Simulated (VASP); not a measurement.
Write the native input for VASP 6.6.1 that does the following.

- Task: single point
- Functional: PBE
- Potentials or basis: VASP PAW PBE potentials, release 64 (Ti_sv, Nb_sv, B)
- Cutoff: 520 eV
- k mesh: 10 × 10 × 8
- Occupations: gaussian, width 0.1 eV
- Spin: no spin polarisation
- Dipole correction: no
- Further INCAR settings: ALGO = Normal; EDIFF = 1e-06; NBANDS = 32

The structure of Ti2NbB3 lies in POSCAR:

```
Ti2NbB3
1.0
    4.0840722403      0.0000000000      0.0000000000
    0.0000000000      4.0840722403      0.0000000000
    0.0000000000      0.0000000000      4.7088312777
Ti Nb B
2 1 3
Direct
    0.0000000000      0.0000000000      0.5000000000
    0.5000000000      0.5000000000      0.0000000000
    0.0000000000      0.0000000000      0.0000000000
    0.0000000000      0.5000000000      0.5000000000
    0.5000000000      0.0000000000      0.5000000000
    0.5000000000      0.5000000000      0.5000000000
```

The cell was built from a structure type or drawn by symmetry, and may not be a known phase.

One way to write it, as run:

INCAR

```
SYSTEM = Ti2NbB3
  ALGO = Normal
  EDIFF = 1E-6
  ENCUT = 520
  GGA = PE
  ISIF = 2
  ISMEAR = 0
  LASPH = .TRUE.
  LCHARG = .FALSE.
  LREAL = .FALSE.
  LWAVE = .FALSE.
  NBANDS = 32
  NELM = 100
  PREC = Accurate
  SIGMA = 0.1
```

KPOINTS

```
k-points
0
G
  10 10 8
  0 0 0
```

Potentials or basis: VASP PAW PBE potentials, release 64 (Ti_sv, Nb_sv, B).

Command:

```bash
$ cat potpaw_PBE.64/Ti_sv/POTCAR potpaw_PBE.64/Nb_sv/POTCAR potpaw_PBE.64/B/POTCAR > POTCAR
$ mpirun -np 1 vasp_std > vasp.out
```

It gave:

```yaml
Pressure: -0.1 GPa
Band_gap_on_the_k_mesh: zero (bands 23 and 24 overlap by 1.08 eV)
```

Run time: 6.8 min on 1 thread of Intel Xeon 8259CL (shared host), peak memory 0.36 GiB.
